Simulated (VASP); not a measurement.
# InAs (zincblende type) (F-43m) in VASP: notebook

Runs on InAs (zincblende type). Level: PBE. Tasks: density of states.

Everything below comes from runs of VASP 6.6.1. Logs are shortened: lines on timing, memory, paths and dates and some standing lists are left out, and cuts for length are marked.

### 1 The cell of the first run

The structure is cubic, space group F-43m (No. 216). Conventional cell: a = 5.069 Å, b = 5.069 Å, c = 5.069 Å, α = 90.00°, β = 90.00°, γ = 90.00°. In (site symmetry -43m) has 4 As at 2.19 Å within 2.9 Å. Within 2.9 Å of As (site symmetry -43m) lie 4 In at 2.19 Å.

### 2 Density of states, PBE (volume scaled by 0.55)

POSCAR reads:

```
InAs
1.0
    0.0000000000      2.5344875686      2.5344875686
    2.5344875686      0.0000000000      2.5344875686
    2.5344875686      2.5344875686      0.0000000000
In As
1 1
Direct
    0.0000000000      0.0000000000      0.0000000000
    0.2500000000      0.2500000000      0.2500000000
```

INCAR.step1 reads:

```
SYSTEM = InAs
PREC = Accurate ; ENCUT = 520
EDIFF = 1E-6 ; ISMEAR = -1
SIGMA = 0.08 ; LREAL = .False.
LASPH = .True. ; NELM = 80
ALGO = Normal ; ISIF = 2
LWAVE = .False. ; LCHARG = .True.
GGA = PE ; NBANDS = 16
```

KPOINTS.step1 reads:

```
regular mesh
0
Gamma
  11 11 11
  0 0 0
```

INCAR.step2 reads:

```
SYSTEM = InAs
PREC = Accurate ; ENCUT = 520
EDIFF = 1E-6 ; ISMEAR = -5
SIGMA = 0.08 ; LREAL = .False.
LASPH = .True. ; NELM = 80
ALGO = Normal ; ISIF = 2
LWAVE = .False. ; LCHARG = .False.
GGA = PE ; LORBIT = 11
NBANDS = 16 ; NEDOS = 2001
ICHARG = 11
```

KPOINTS.step2 reads:

```
regular mesh
0
Gamma
  17 17 17
  0 0 0
```

Potentials or basis: VASP PAW PBE potentials, release 64 (In_d, As).

Run with:

```console
> cat potpaw_PBE.64/In_d/POTCAR potpaw_PBE.64/As/POTCAR > POTCAR
> cp INCAR.step1 INCAR
> cp KPOINTS.step1 KPOINTS
> mpirun -np 1 vasp_std > vasp.out
> cp INCAR.step2 INCAR
> cp KPOINTS.step2 KPOINTS
> mpirun -np 1 vasp_std > vasp.out
```

OUTCAR:

```text
SYSTEM = InAs
   PREC = Accurate
   ENCUT = 520
   EDIFF = 1E-6
   ISMEAR = -5
   LREAL = .False.
   LASPH = .True.
   NELM = 80
   ISIF = 2
   GGA = PE
   LORBIT = 11
   ICHARG = 11

 ion  position               nearest neighbor table
   1  0.000  0.000  0.000-   2 2.19   2 2.19   2 2.19   2 2.19
   2  0.250  0.250  0.250-   1 2.19   1 2.19   1 2.19   1 2.19

  LATTYP: Found a face centered cubic cell.
 ALAT       =     5.0689751372

  Lattice vectors:

 A1 = (   0.0000000000,   2.5344875686,   2.5344875686)
 A2 = (   2.5344875686,   0.0000000000,   2.5344875686)
 A3 = (   2.5344875686,   2.5344875686,   0.0000000000)

Analysis of symmetry for initial positions (statically):
=====================================================================
 Subroutine PRICEL returns:
 Original cell was already a primitive cell.

 Routine SETGRP: Setting up the symmetry group for a
 face centered cubic supercell.

 Subroutine GETGRP returns: Found 24 space group operations
 (whereof 24 operations were pure point group operations)
 out of a pool of 48 trial point group operations.

The static configuration has the point symmetry T_d .

Analysis of symmetry for dynamics (positions and initial velocities):
=====================================================================
 Subroutine PRICEL returns:
 Original cell was already a primitive cell.

 Routine SETGRP: Setting up the symmetry group for a
 face centered cubic supercell.

 Subroutine GETGRP returns: Found 24 space group operations
 (whereof 24 operations were pure point group operations)
 out of a pool of 48 trial point group operations.

The dynamic configuration has the point symmetry T_d .

 Subroutine INISYM returns: Found 24 space group operations
 (whereof 24 operations are pure point group operations),
 and found     1 'primitive' translations

----------------------------------------------------------------------------------------

                                     Primitive cell

  volume of cell :      32.5612

  direct lattice vectors                    reciprocal lattice vectors
     0.000000000  2.534487569  2.534487569    -0.197278537  0.197278537  0.197278537
     2.534487569  0.000000000  2.534487569     0.197278537 -0.197278537  0.197278537
     2.534487569  2.534487569  0.000000000     0.197278537  0.197278537 -0.197278537

  length of vectors
     3.584306693  3.584306693  3.584306693     0.341696450  0.341696450  0.341696450

  position of ions in fractional coordinates (direct lattice)
     0.000000000  0.000000000  0.000000000
     0.250000000  0.250000000  0.250000000

  ion indices of the primitive-cell ions
   primitive index   ion index
                 1           1
                 2           2

----------------------------------------------------------------------------------------

 KPOINTS: regular mesh

Automatic generation of k-mesh.
 Grid dimensions read from file:
 generate k-points for:   17   17   17

 Generating k-lattice:

  Cartesian coordinates                     Fractional coordinates (reciprocal lattice)
    -0.011604620  0.011604620  0.011604620     0.058823529  0.000000000  0.000000000
     0.011604620 -0.011604620  0.011604620     0.000000000  0.058823529  0.000000000
     0.011604620  0.011604620 -0.011604620     0.000000000  0.000000000  0.058823529

  Length of vectors
     0.020099791  0.020099791  0.020099791

  Shift w.r.t. Gamma in fractional coordinates (k-lattice)
     0.000000000  0.000000000  0.000000000

 TETIRR: Found    693 inequivalent tetrahedra from    29478

 Subroutine IBZKPT returns following result:
 ===========================================

 Found    165 irreducible k-points:

 Following reciprocal coordinates:
            Coordinates               Weight
  0.000000  0.000000  0.000000      1.000000
  0.058824  0.000000  0.000000      8.000000
  0.117647  0.000000  0.000000      8.000000
  0.176471  0.000000  0.000000      8.000000
  0.235294  0.000000  0.000000      8.000000
  0.294118  0.000000  0.000000      8.000000
[... 16 lines left out ...]
 -0.176471  0.058824  0.000000     24.000000
 -0.117647  0.058824  0.000000     24.000000
 [... further k-points ...]
   k-points           NKPTS =    165   k-points in BZ     NKDIM =    165   number of bands    NBANDS=     16
   number of dos      NEDOS =   2001   number of ions     NIONS =      2
   total plane-waves  NPLWV =  21952
   dimension x,y,z NGX =    28 NGY =   28 NGZ =   28
   dimension x,y,z NGXF=    56 NGYF=   56 NGZF=   56
   ions per type =               1   1
   NGX,Y,Z   is equivalent  to a cutoff of  12.99, 12.99, 12.99 a.u.
   NGXF,Y,Z  is equivalent  to a cutoff of  25.97, 25.97, 25.97 a.u.
 SYSTEM =  InAs
   PREC   = accura    normal or accurate (medium, high low for compatibility)
   ISTART =      0    job   : 0-new  1-cont  2-samecut
   ICHARG =     11    charge: 1-file 2-atom 10-const
   ISPIN  =      1    spin polarized calculation?
   LNONCOLLINEAR =      F non collinear calculations
   LSORBIT =      F    spin-orbit coupling
   LASPH  =      T    aspherical Exc in radial PAW
   ENCUT  =  520.0 eV  38.22 Ry    6.18 a.u.   6.66  6.66  6.66*2*pi/ulx,y,z
   NELM   =     80;   NELMIN=  2; NELMDL=  0     # of ELM steps
   EDIFF  = 0.1E-05   stopping-criterion for ELM
   LREAL  =      F    real-space projection
   EDIFFG = 0.1E-04   stopping-criterion for IOM
   NSW    =      0    number of steps for IOM
   IBRION =     -1    ionic relax: 0-MD 1-quasi-New 2-CG
   NFREE  =      0    steps in history (QN), initial steepest desc. (CG)
   ISIF   =      2    stress and relaxation
   ISYM   =      2    0-nonsym 1-usesym 2-fastsym
   POTIM  = 0.5000    time-step for ionic-motion
   TEBEG  =    0.0;   TEEND  =   0.0 temperature during run
   PSTRESS=    0.0 pullay stress
   NELECT =      18.0000    total number of electrons
   NUPDOWN=      -1.0000    fix difference up-down
   EMIN   =  10.00;   EMAX   =-10.00  energy-range for DOS
   EFERMI =   0.00;   METHOD = LEGACY
   ISMEAR =    -5;   SIGMA  =   0.08  broadening in eV -4-tet -1-fermi 0-gaus
   EFERMI_NEDOS =   21; number of points for ismear=-14 and -15
   IALGO  =     38    algorithm
   IMIX   =      4    mixing-type and parameters
     AMIX     =   0.40;   BMIX     =  1.00
     AMIX_MAG =   1.60;   BMIX_MAG =  1.00
  volume/ion in A,a.u.               =      16.28       109.87
  Fermi-wavevector in a.u.,A,eV,Ry     =   1.343586  2.539010 24.561558  1.805224
  Thomas-Fermi vector in A             =   2.471648
   LORBIT       =     11    0 simple, 1 ext, 2 COOP (PROOUT), +10 PAW based schemes
   GGA     = PE    functional components
   LHFCALC =     F    Hartree Fock is set to
   AEXX    =    0.0000 exact exchange contribution
   IVDW    =     0    specifies the selected vdW correction
   LEPSILON=     F    determine dielectric tensor
   LRPA    =     F    only Hartree local field effects (RPA)
 non-spin polarized calculation
 Fermi weights with tetrahedron method with Bloechl corrections
  energy-cutoff  :      520.00
  volume of cell :       32.56
 maximum number of plane-waves:       899

 number of electron      17.9999993 magnetization

 Free energy of the ion-electron system (eV)
  ---------------------------------------------------
  ext. energy  EPLUGINS =         0.00000000
  ---------------------------------------------------
  free energy    TOTEN  =        -2.15558594 eV

  energy without entropy =       -2.15558594  energy(sigma->0) =       -2.15558594

 E-fermi :  12.0396     XC(G=0): -11.6456

 val. band max:       12.0262447809   @ k =   0.0000   0.0000   0.0000
 cond. band min:      12.2121610831   @ k =   0.4706   0.4706   0.0000
 fundamental gap:      0.1859163022
 Fermi energy:        12.0395885502

 k-point     1 :       0.0000    0.0000    0.0000
  band No.  band energies     occupation
      1      -5.0461      2.00000
      2      -5.0461      2.00000
      3      -5.0461      2.00000
      4      -4.9635      2.00000
      5      -4.4837      2.00000
      6      -4.4837      2.00000
[... 8 lines left out ...]
     15      22.6597      0.00000
     16      22.6598      0.00000

 k-point     2 :       0.0588    0.0000    0.0000
  band No.  band energies     occupation
      1      -5.1841      2.00000
      2      -5.0392      2.00000
      3      -5.0392      2.00000
      4      -4.7683      2.00000
      5      -4.4847      2.00000
      6      -4.4847      2.00000
[... 8 lines left out ...]
     15      21.8883      0.00000
     16      21.8883      0.00000

 k-point     3 :       0.1176    0.0000    0.0000
  band No.  band energies     occupation
      1      -5.3180      2.00000
      2      -5.0199      2.00000
      3      -5.0199      2.00000
      4      -4.4868      2.00000
      5      -4.4868      2.00000
      6      -4.4621      2.00000
[... 8 lines left out ...]
     15      21.1886      0.00000
     16      21.5798      0.00000

 k-point     4 :       0.1765    0.0000    0.0000
  band No.  band energies     occupation
      1      -5.4277      2.00000
      2      -4.9923      2.00000
      3      -4.9923      2.00000
      4      -4.4878      2.00000
      5      -4.4878      2.00000
      6      -4.0637      2.00000
[... 8 lines left out ...]
     15      20.8050      0.00000
     16      21.2608      0.00000
[... 324 lines left out ...]
 k-point    22 :      -0.2353    0.0588    0.0000
  band No.  band energies     occupation
      1      -5.5523      2.00000
      2      -4.9520      2.00000
      3      -4.9406      2.00000
      4      -4.4993      2.00000
      5      -4.4749      2.00000
      6      -3.3192      2.00000
[... 8 lines left out ...]
     15      21.4243      0.00000
     16      22.0567      0.00000

 k-point    23 :      -0.1765    0.0588    0.0000
  band No.  band energies     occupation
      1      -5.4708      2.00000
      2      -4.9823      2.00000
      3      -4.9678      2.00000
      4      -4.5013      2.00000
      5      -4.4820      2.00000
      6      -3.8442      2.00000
[... 8 lines left out ...]
     15      21.2355      0.00000
     16      21.9258      0.00000

 k-point    24 :      -0.1176    0.0588    0.0000
  band No.  band energies     occupation
      1      -5.3770      2.00000
      2      -5.0108      2.00000
      3      -4.9966      2.00000
      4      -4.4975      2.00000
      5      -4.4881      2.00000
      6      -4.2635      2.00000
[... 8 lines left out ...]
     15      21.0970      0.00000
     16      22.3025      0.00000

 [... further k-points ...]

------------------------ aborting loop because EDIFF is reached ----------------------------------------

  FORCE on cell =-STRESS in cart. coord.  units (eV):
  Direction    XX          YY          ZZ          XY          YZ          ZX
  --------------------------------------------------------------------------------------
  -------------------------------------------------------------------------------------
  Total       23.5689503     23.5689503     23.5689503      0.0000000      0.0000000      0.0000000
  in kB     1159.7124807   1159.7124807   1159.7124807      0.0000000      0.0000000      0.0000000
  external PRESSURE =    1159.7124807 kB  Pullay stress =       0.0000000 kB

 VOLUME and BASIS-vectors are now :
 -----------------------------------------------------------------------------
  energy-cutoff  :      520.00
  volume of cell :       32.56
      direct lattice vectors                 reciprocal lattice vectors
     0.000000000  2.534487569  2.534487569    -0.197278537  0.197278537  0.197278537
     2.534487569  0.000000000  2.534487569     0.197278537 -0.197278537  0.197278537
     2.534487569  2.534487569  0.000000000     0.197278537  0.197278537 -0.197278537

 POSITION                                       TOTAL-FORCE (eV/Angst)
 -----------------------------------------------------------------------------------
      0.00000      0.00000      0.00000        -0.000000     -0.000000     -0.000000
      1.26724      1.26724      1.26724         0.000000      0.000000      0.000000
 -----------------------------------------------------------------------------------
    total drift:                               -0.000000     -0.000000     -0.000000

  FREE ENERGIE OF THE ION-ELECTRON SYSTEM (eV)
  ---------------------------------------------------
  free  energy   TOTEN  =        -2.1555859437 eV

  energy  without entropy=       -2.1555859437  energy(sigma->0) =       -2.15558594

 total charge

# of ion       s       p       d       tot
------------------------------------------
    1        0.979   1.489  10.051  12.519
    2        1.227   2.071   0.090   3.387
--------------------------------------------------
tot          2.206   3.559  10.141  15.906
```

Run time: 82 s. Hardware: 1 thread of AMD EPYC 9R45 (Zen 5), shared host; peak memory 0.19 GiB.

Results:

```
Valence electrons inside the program's atomic spheres : In 12.52; As 3.39
```

Caveat: spin-orbit coupling is left out, which moves the levels of the heavy elements.

(Continued in part 2 of 2.)
